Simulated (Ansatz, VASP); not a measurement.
Rb: VASP beside Ansatz

File INCAR:

```
SYSTEM = Rb
PREC = Accurate ; ENCUT = 520
EDIFF = 1E-7 ; ISMEAR = -1
SIGMA = 0.1 ; LREAL = .FALSE.
LASPH = .TRUE. ; NELM = 80
ALGO = Normal ; ISIF = 2
LWAVE = .FALSE. ; LCHARG = .FALSE.
GGA = RP ; NBANDS = 10
```

KPOINTS

```
regular mesh
0
G
  8 8 8
  0 0 0
```

POSCAR

```
Rb
1.0
    0.0000000000      3.5956077608      3.5956077608
    3.5956077608      0.0000000000      3.5956077608
    3.5956077608      3.5956077608      0.0000000000
Rb
1
Direct
    0.0000000000      0.0000000000      0.0000000000
```

Input for Ansatz:

```yaml
crystal:
  lattice:
    - [0.0, 3.5956077608, 3.5956077608]
    - [3.5956077608, 0.0, 3.5956077608]
    - [3.5956077608, 3.5956077608, 0.0]
  atoms:
    - { symbol: Rb, position: [0.0, 0.0, 0.0] }
hamiltonian:
  xc: rpbe
  pseudopotentials:
    kind: paw
    azcp:
      Rb: "pseudopotentials/Rb.paw.azcp"
basis:
  ecutwfc: 420
  fft_grid_basis: typed
kpoints:
  mp_grid: { grid: [8, 8, 8], shift: [0, 0, 0] }
magnetization:
  spin_polarized: false
scf:
  occupations: { method: fermi_dirac, width: 0.1 }
  lower_state_search: "off"
output:
  stress: true
```

Alike in both runs: task single point; functional RPBE; k mesh 8 × 8 × 8; occupations fermi-dirac, width 0.1 eV; no spin polarisation.

```csv
,VASP,Ansatz
version,VASP 6.6.1,Ansatz 0.2.0
potentials or method,"VASP PAW PBE potentials, release 64 (Rb_sv), cutoff 520 eV","plane waves (420 eV) with PAW, scalar-relativistic"
valence electrons in the cell,9,9
```

|  | VASP | Ansatz | Ansatz less VASP |
| --- | --- | --- | --- |
| pressure (GPa) | 0.2 | 0.2 | 0.00 |

VASP's potentials were made for PBE, not for RPBE.
